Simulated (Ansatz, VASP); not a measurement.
One calculation of CoO, two programs

```
CELL_PARAMETERS angstrom
-1.50800 1.50800 2.10725
1.50800 -1.50800 2.10725
1.50800 1.50800 -2.10725
ATOMIC_POSITIONS crystal
Co 0.00000 0.00000 0.00000
O 0.33422 0.50000 0.83422
```

Change from the starting cell: all O atoms moved -0.500 Å, as atom 2 along Cartesian [0 1 0].

Alike in both runs: task single point; functional PBEsol; k mesh 22 × 22 × 22; occupations gaussian, width 0.15 eV; collinear spin.

|  | VASP | Ansatz |
| --- | --- | --- |
| version | VASP 6.6.1 | Ansatz 0.2.0 |
| potentials or method | VASP PAW PBE potentials, release 64 (Co, O), cutoff 520 eV | scalar-relativistic, plane waves, PAW |
| valence electrons in the cell | 15 | 23 |

|  | VASP | Ansatz | Ansatz less VASP |
| --- | --- | --- | --- |
| gap on the k mesh at the Fermi level (eV) | none | none | - |
| pressure (GPa) | 9.4 | 9.7 | +0.30 |
| traceless stress, the component that is largest in VASP (GPa) | -19.71 | -19.80 | -0.089 |
| rms of the force components (eV/Å) | 1.039 | 1.029 | -0.0096 |
| net moment per atom (μB) | 1.41 | 1.42 | +0.006 |
| size of the moment on the site where the two differ most (μB) | 2.40 | 2.19 | -0.211 |

VASP's potentials were made for PBE, not for PBEsol. Site moments also hang on the region over which each program counts them. Atom by atom the forces differ by 0.010 eV/Å (rms over components). A gap of «none» marks a metal or a gap that the smearing closes. VASP's potentials hold 15 valence electrons a cell and Ansatz's 23, so a difference there can come from the potentials and not from the codes.
